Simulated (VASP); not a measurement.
# B3W2 in VASP: a series of runs

The runs below take B3W2 through single point, with PBEsol.

Program: VASP 6.6.1. These are calculated values, not measurements. Logs are shortened: lines on timing, memory, paths and dates and some standing lists are left out, and cuts for length are marked.

### Step 1. The cell of the first run

The cell holds a slab with vacuum, 10 atoms: a = 3.020 Å, b = 3.020 Å, c = 24.150 Å, α = 90.00°, β = 90.00°, γ = 120.00°.

### Step 2. Single point, PBEsol

INCAR reads:

```
SYSTEM = B3W2
ALGO     = Normal         ! electronic algorithm
EDIFF    = 1E-6           ! SCF threshold, eV
ENCUT    = 520            ! plane-wave cutoff, eV
GGA      = PS             ! functional
ISIF     = 2              ! what is computed and relaxed
ISMEAR   = 1              ! smearing method
LASPH    = .TRUE.         ! aspherical terms in the spheres
LCHARG   = .FALSE.        ! write CHGCAR
LREAL    = .FALSE.        ! projectors in reciprocal space
LWAVE    = .FALSE.        ! write WAVECAR
NBANDS   = 48             ! bands
NELM     = 60             ! most SCF steps
PREC     = Accurate       ! precision mode
SIGMA    = 0.05           ! smearing width, eV
```

KPOINTS reads:

```
k-points
0
G
  7 7 1
  0 0 0
```

POSCAR reads:

```
B3W2
1.0
    3.0200014205      0.0000000000      0.0000000000
   -1.5100007102      2.6153979496      0.0000000000
    0.0000000000      0.0000000000     24.1500000000
W B
4 6
Direct
    0.0000000000      0.0000000000      0.3105590062
    0.0000000000      0.0000000000      0.4368530021
    0.0000000000      0.0000000000      0.5631469979
    0.0000000000      0.0000000000      0.6894409938
    0.3333333333      0.6666666666      0.3737060041
    0.6666666667      0.3333333334      0.3737060041
    0.3333333333      0.6666666666      0.5000000000
    0.6666666667      0.3333333334      0.5000000000
    0.3333333333      0.6666666666      0.6262939959
    0.6666666667      0.3333333334      0.6262939959
```

Potentials or basis: VASP PAW PBE potentials, release 64 (W_sv, B).

The run is started by

```console
cat potpaw_PBE.64/W_sv/POTCAR potpaw_PBE.64/B/POTCAR > POTCAR
mpirun -np 1 vasp_std > vasp.out
```

OUTCAR:

```text
SYSTEM = B3W2
   EDIFF = 1E-6
   ENCUT = 520
   GGA = PS
   ISIF = 2
   ISMEAR = 1
   LASPH = .TRUE.
   LREAL = .FALSE.
   NELM = 60
   PREC = Accurate

 ion  position               nearest neighbor table
   1  0.000  0.000  0.311-   5 2.32   6 2.32   6 2.32   5 2.32   6 2.32   5 2.32   2 3.05
   2  0.000  0.000  0.437-   7 2.32   8 2.32   8 2.32   7 2.32   8 2.32   7 2.32   5 2.32   6 2.32
                             6 2.32   5 2.32   5 2.32   6 2.32   3 3.05   1 3.05
   3  0.000  0.000  0.563-   7 2.32   8 2.32   8 2.32   7 2.32   8 2.32   7 2.32  10 2.32   9 2.32
                            10 2.32   9 2.32  10 2.32   9 2.32   2 3.05   4 3.05
   4  0.000  0.000  0.689-   9 2.32  10 2.32  10 2.32   9 2.32  10 2.32   9 2.32   3 3.05
   5  0.333  0.667  0.374-   6 1.74   6 1.74   6 1.74   1 2.32   1 2.32   1 2.32   2 2.32   2 2.32
                             2 2.32
   6  0.667  0.333  0.374-   5 1.74   5 1.74   5 1.74   1 2.32   1 2.32   1 2.32   2 2.32   2 2.32
                             2 2.32
   7  0.333  0.667  0.500-   8 1.74   8 1.74   8 1.74   3 2.32   2 2.32   2 2.32   3 2.32   3 2.32
                             2 2.32
   8  0.667  0.333  0.500-   7 1.74   7 1.74   7 1.74   2 2.32   3 2.32   2 2.32   3 2.32   2 2.32
                             3 2.32
   9  0.333  0.667  0.626-  10 1.74  10 1.74  10 1.74   4 2.32   4 2.32   4 2.32   3 2.32   3 2.32
                             3 2.32
  10  0.667  0.333  0.626-   9 1.74   9 1.74   9 1.74   4 2.32   4 2.32   4 2.32   3 2.32   3 2.32
                             3 2.32

  LATTYP: Found a hexagonal cell.
 ALAT       =     3.0200014205
 C/A-ratio  =     7.9966849804

  Lattice vectors:

 A1 = (   3.0200014205,   0.0000000000,   0.0000000000)
 A2 = (  -1.5100007102,   2.6153979496,   0.0000000000)
 A3 = (   0.0000000000,   0.0000000000,  24.1500000000)

Analysis of symmetry for initial positions (statically):
=====================================================================
 Subroutine PRICEL returns:
 Original cell was already a primitive cell.

 Routine SETGRP: Setting up the symmetry group for a
 hexagonal supercell.

 Subroutine GETGRP returns: Found 24 space group operations
 (whereof 24 operations were pure point group operations)
 out of a pool of 24 trial point group operations.

The static configuration has the point symmetry D_6h.

Analysis of symmetry for dynamics (positions and initial velocities):
=====================================================================
 Subroutine PRICEL returns:
 Original cell was already a primitive cell.

 Routine SETGRP: Setting up the symmetry group for a
 hexagonal supercell.

 Subroutine GETGRP returns: Found 24 space group operations
 (whereof 24 operations were pure point group operations)
 out of a pool of 24 trial point group operations.

The dynamic configuration has the point symmetry D_6h.

 Subroutine INISYM returns: Found 24 space group operations
 (whereof 24 operations are pure point group operations),
 and found     1 'primitive' translations

----------------------------------------------------------------------------------------

                                     Primitive cell

  volume of cell :     190.7489

  direct lattice vectors                    reciprocal lattice vectors
     3.020001420  0.000000000  0.000000000     0.331125672  0.191175496  0.000000000
    -1.510000710  2.615397950  0.000000000     0.000000000  0.382350992  0.000000000
     0.000000000  0.000000000 24.150000000     0.000000000  0.000000000  0.041407867

  length of vectors
     3.020001420  3.020001420 24.150000000     0.382350992  0.382350992  0.041407867

  position of ions in fractional coordinates (direct lattice)
     0.000000000  0.000000000  0.310559006
     0.000000000  0.000000000  0.436853002
     0.000000000  0.000000000  0.563146998
     0.000000000  0.000000000  0.689440994
     0.333333333  0.666666667  0.373706004
     0.666666667  0.333333333  0.373706004
     0.333333333  0.666666667  0.500000000
     0.666666667  0.333333333  0.500000000
     0.333333333  0.666666667  0.626293996
     0.666666667  0.333333333  0.626293996

  ion indices of the primitive-cell ions
   primitive index   ion index
                 1           1
                 2           2
                 3           3
                 4           4
                 5           5
                 6           6
                 7           7
                 8           8
                 9           9
                10          10

----------------------------------------------------------------------------------------

 KPOINTS: k-points

Automatic generation of k-mesh.
 Grid dimensions read from file:
 generate k-points for:    7    7    1

 Generating k-lattice:

  Cartesian coordinates                     Fractional coordinates (reciprocal lattice)
     0.047303667  0.027310785  0.000000000     0.142857143 -0.000000000  0.000000000
     0.000000000  0.054621570  0.000000000     0.000000000  0.142857143  0.000000000
     0.000000000  0.000000000  0.041407867     0.000000000  0.000000000  1.000000000

  Length of vectors
     0.054621570  0.054621570  0.041407867

  Shift w.r.t. Gamma in fractional coordinates (k-lattice)
     0.000000000  0.000000000  0.000000000

 Subroutine IBZKPT returns following result:
 ===========================================

 Found      8 irreducible k-points:

 Following reciprocal coordinates:
            Coordinates               Weight
  0.000000  0.000000  0.000000      1.000000
  0.142857  0.000000  0.000000      6.000000
  0.285714  0.000000  0.000000      6.000000
  0.428571  0.000000  0.000000      6.000000
  0.142857  0.142857  0.000000      6.000000
  0.285714  0.142857  0.000000     12.000000
  0.428571  0.142857  0.000000      6.000000
  0.285714  0.285714  0.000000      6.000000
   k-points           NKPTS =      8   k-points in BZ     NKDIM =      8   number of bands    NBANDS=     48
   number of dos      NEDOS =    301   number of ions     NIONS =     10
   total plane-waves  NPLWV = 103680
   dimension x,y,z NGX =    24 NGY =   24 NGZ =  180
   dimension x,y,z NGXF=    48 NGYF=   48 NGZF=  360
   ions per type =               4   6
   NGX,Y,Z   is equivalent  to a cutoff of  13.21, 13.21, 12.39 a.u.
   NGXF,Y,Z  is equivalent  to a cutoff of  26.42, 26.42, 24.78 a.u.
 SYSTEM =  B3W2
   PREC   = accura    normal or accurate (medium, high low for compatibility)
   ISTART =      0    job   : 0-new  1-cont  2-samecut
   ICHARG =      2    charge: 1-file 2-atom 10-const
   ISPIN  =      1    spin polarized calculation?
   LNONCOLLINEAR =      F non collinear calculations
   LSORBIT =      F    spin-orbit coupling
   LASPH  =      T    aspherical Exc in radial PAW
   ENCUT  =  520.0 eV  38.22 Ry    6.18 a.u.   5.62  5.62 44.90*2*pi/ulx,y,z
   NELM   =     60;   NELMIN=  2; NELMDL= -5     # of ELM steps
   EDIFF  = 0.1E-05   stopping-criterion for ELM
   LREAL  =      F    real-space projection
   EDIFFG = 0.1E-04   stopping-criterion for IOM
   NSW    =      0    number of steps for IOM
   IBRION =     -1    ionic relax: 0-MD 1-quasi-New 2-CG
   NFREE  =      0    steps in history (QN), initial steepest desc. (CG)
   ISIF   =      2    stress and relaxation
   ISYM   =      2    0-nonsym 1-usesym 2-fastsym
   POTIM  = 0.5000    time-step for ionic-motion
   TEBEG  =    0.0;   TEEND  =   0.0 temperature during run
   PSTRESS=    0.0 pullay stress
   NELECT =      74.0000    total number of electrons
   NUPDOWN=      -1.0000    fix difference up-down
   EMIN   =  10.00;   EMAX   =-10.00  energy-range for DOS
   EFERMI =   0.00;   METHOD = LEGACY
   ISMEAR =     1;   SIGMA  =   0.05  broadening in eV -4-tet -1-fermi 0-gaus
   EFERMI_NEDOS =   21; number of points for ismear=-14 and -15
   IALGO  =     38    algorithm
   IMIX   =      4    mixing-type and parameters
     AMIX     =   0.40;   BMIX     =  1.00
     AMIX_MAG =   1.60;   BMIX_MAG =  1.00
  volume/ion in A,a.u.               =      19.07       128.72
  Fermi-wavevector in a.u.,A,eV,Ry     =   1.193983  2.256300 19.396395  1.425595
  Thomas-Fermi vector in A             =   2.329984
   LORBIT       =      0    0 simple, 1 ext, 2 COOP (PROOUT), +10 PAW based schemes
   GGA     = PS    functional components
   LHFCALC =     F    Hartree Fock is set to
   AEXX    =    0.0000 exact exchange contribution
   IVDW    =     0    specifies the selected vdW correction
   LEPSILON=     F    determine dielectric tensor
   LRPA    =     F    only Hartree local field effects (RPA)
 non-spin polarized calculation
 Methfessel and Paxton  Order N= 1 SIGMA  =   0.05
  energy-cutoff  :      520.00
  volume of cell :      190.75
 maximum number of plane-waves:      5178
 NGX is ok and might be reduce to    24
   NGX = 11   NGY = 11   NGZ = 89

 number of electron      73.9999991 magnetization

 Free energy of the ion-electron system (eV)
  ---------------------------------------------------
  ext. energy  EPLUGINS =         0.00000000
  ---------------------------------------------------
  free energy    TOTEN  =       -95.37861328 eV

  energy without entropy =      -95.37841232  energy(sigma->0) =      -95.37854629

 E-fermi :   3.2072     XC(G=0):  -7.4468

 val. band max:        3.1675012657   @ k =   0.2857   0.0000   0.0000
 cond. band min:       3.2221330945   @ k =   0.2857   0.0000   0.0000
 fundamental gap:      0.0546318288
 Fermi energy:         3.2071662583

 k-point     1 :       0.0000    0.0000    0.0000
  band No.  band energies     occupation
      1     -71.8874      2.00000
      2     -71.8786      2.00000
      3     -71.1785      2.00000
      4     -71.1785      2.00000
      5     -36.6391      2.00000
      6     -36.4240      2.00000
[... 40 lines left out ...]
     47       5.0151      0.00000
     48       5.0151      0.00000
[... 355 lines left out ...]
     47       7.9313      0.00000
     48       8.2378      0.00000

------------------------ aborting loop because EDIFF is reached ----------------------------------------

  FORCE on cell =-STRESS in cart. coord.  units (eV):
  Direction    XX          YY          ZZ          XY          YZ          ZX
  --------------------------------------------------------------------------------------
  -------------------------------------------------------------------------------------
  Total        5.6387594      5.6387594      6.8597409      0.0000000      0.0000000      0.0000000
  in kB       47.3622241     47.3622241     57.6177420      0.0000000      0.0000000      0.0000000
  external PRESSURE =      50.7807301 kB  Pullay stress =       0.0000000 kB

 VOLUME and BASIS-vectors are now :
 -----------------------------------------------------------------------------
  energy-cutoff  :      520.00
  volume of cell :      190.75
      direct lattice vectors                 reciprocal lattice vectors
     3.020001420  0.000000000  0.000000000     0.331125672  0.191175496  0.000000000
    -1.510000710  2.615397950  0.000000000     0.000000000  0.382350992  0.000000000
     0.000000000  0.000000000 24.150000000     0.000000000  0.000000000  0.041407867

 POSITION                                       TOTAL-FORCE (eV/Angst)
 -----------------------------------------------------------------------------------
      0.00000      0.00000      7.50000         0.000000      0.000000      1.290309
      0.00000      0.00000     10.55000        -0.000000     -0.000000      0.148422
      0.00000      0.00000     13.60000        -0.000000      0.000000     -0.148422
      0.00000      0.00000     16.65000        -0.000000      0.000000     -1.290309
      0.00000      1.74360      9.02500         0.000000     -0.000000     -1.574162
      1.51000      0.87180      9.02500        -0.000000      0.000000     -1.574162
      0.00000      1.74360     12.07500        -0.000000     -0.000000     -0.000000
      1.51000      0.87180     12.07500        -0.000000      0.000000     -0.000000
      0.00000      1.74360     15.12500         0.000000     -0.000000      1.574162
      1.51000      0.87180     15.12500         0.000000      0.000000      1.574162
 -----------------------------------------------------------------------------------
    total drift:                               -0.000000     -0.000000      0.000000

  FREE ENERGIE OF THE ION-ELECTRON SYSTEM (eV)
  ---------------------------------------------------
  free  energy   TOTEN  =       -95.3786132812 eV

  energy  without entropy=      -95.3784123215  energy(sigma->0) =      -95.37854629
```

Run time: 2.3 min. Hardware: 1 thread of AMD EPYC 7R13 (Zen 3), shared host; peak memory 0.29 GiB.

What came out:

| Item | Value |
| --- | --- |
| Free energy | -95.3786 eV |
| Largest force | 1.574 eV/Å |
| Band gap on the k mesh | zero (bands 37 and 38 overlap by 1.62 eV) |

Forces on the atoms (eV/Å):
```
W    0.000  0.000  1.290
W    0.000  0.000  0.148
W    0.000  0.000 -0.148
W    0.000  0.000 -1.290
B    0.000  0.000 -1.574
B    0.000  0.000 -1.574
B    0.000  0.000  0.000
B    0.000  0.000  0.000
B    0.000  0.000  1.574
B    0.000  0.000  1.574
```

Caveat: there is no dipole correction, which matters where the two faces differ; the PAW data sets were made with another functional, which shifts forces and pressure a little; spin-orbit coupling is left out, which moves the levels of the heavy elements.

### Step 3. Single point, PBEsol

INCAR reads:

```
  ALGO = Normal
  EDIFF = 1E-7
  ENCUT = 520
  GGA = PS
  ISIF = 2
  ISMEAR = 1
  LASPH = T
  LCHARG = F
  LREAL = F
  LWAVE = F
  NBANDS = 48
  NELM = 80
  PREC = Accurate
  SIGMA = 0.05
```

KPOINTS reads:

```
k-points
0
Gamma
  7 7 1
```

POSCAR is that of step 2.

Potentials or basis: VASP PAW PBE potentials, release 64 (W_sv, B).

The run is started by

```console
cat potpaw_PBE.64/W_sv/POTCAR potpaw_PBE.64/B/POTCAR > POTCAR
mpirun -np 1 vasp_std > vasp.out
```

Wall time 2.6 min (1 thread of AMD EPYC 7R13 (Zen 3), shared host); peak memory 0.29 GiB.

Results (log left out):

- Free energy: -95.3786 eV
- Largest force: 1.574 eV/Å
- Band gap on the k mesh: zero (bands 37 and 38 overlap by 1.62 eV)

Forces on the atoms (eV/Å):
```
W    0.000  0.000  1.290
W    0.000  0.000  0.148
W    0.000  0.000 -0.148
W    0.000  0.000 -1.290
B    0.000  0.000 -1.574
B    0.000  0.000 -1.574
B    0.000  0.000  0.000
B    0.000  0.000  0.000
B    0.000  0.000  1.574
B    0.000  0.000  1.574
```

Levels at points of the mesh, in eV from the Fermi level:
```
           k point  band 33  band 34  band 35  band 36  band 37  band 38  band 39  band 40  band 41  band 42
(0.00, 0.00, 0.00)    -1.94    -1.94    -1.83    -1.83    -0.77    -0.74    -0.52    -0.07    -0.07     0.03
```

Caveat: there is no dipole correction, which matters where the two faces differ; the PAW data sets were made with another functional, which shifts forces and pressure a little; spin-orbit coupling is left out, which moves the levels of the heavy elements.

The gap in the log of VASP goes by the Fermi energy; the results here count the filled bands.